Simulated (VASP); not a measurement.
The system is Hg.

```
Hg
1.0
    -1.79341    1.79341    1.79341
     1.79341   -1.79341    1.79341
     1.79341    1.79341   -1.79341
Hg
1
Direct
  0.00000 0.00000 0.00000
```

| Item | Value |
| --- | --- |
| Program | VASP 6.6.1 |
| Task | relaxation of cell and atoms |
| Functional | RPBE |
| Potentials or basis | VASP PAW PBE potentials, release 64 (Hg_sv_GW) |
| Cutoff | 550 eV |
| k mesh | 12 × 12 × 12 |
| Occupations | fermi-dirac, width 0.1 eV |
| Spin | no spin polarisation |

At the start: pressure 9.0 GPa; volume 23.07 Å³/atom.

Q: Where does the relaxation end?

A: Over 6 steps the energy falls by 140.6 meV/atom and the volume is 30.27 Å³/atom (+31.2 %); space group Im-3m (No. 229, to 0.1 Å) before and after.

The path:
```
step  energy change (eV)  largest force (eV/Å)  pressure (GPa)  volume (Å³)
   1              0.0000                0.0000            9.03        23.07
   2             -0.1303                0.0000            1.45        27.69
   3             -0.1380                0.0000            0.65        28.89
   4             -0.1393                0.0000           -0.35        31.37
   5             -0.1405                0.0000           -0.06        30.43
   6             -0.1406                0.0000            0.00        30.27
```

Final structure:
```
CELL_PARAMETERS angstrom
-1.96318 1.96318 1.96318
1.96318 -1.96318 1.96318
1.96318 1.96318 -1.96318
ATOMIC_POSITIONS crystal
Hg 0.00000 0.00000 0.00000
```

Caveat: the volume moved by over 15 % at a fixed basis, so the end points are rough; the PAW data sets were made with another functional, which shifts forces and pressure a little.
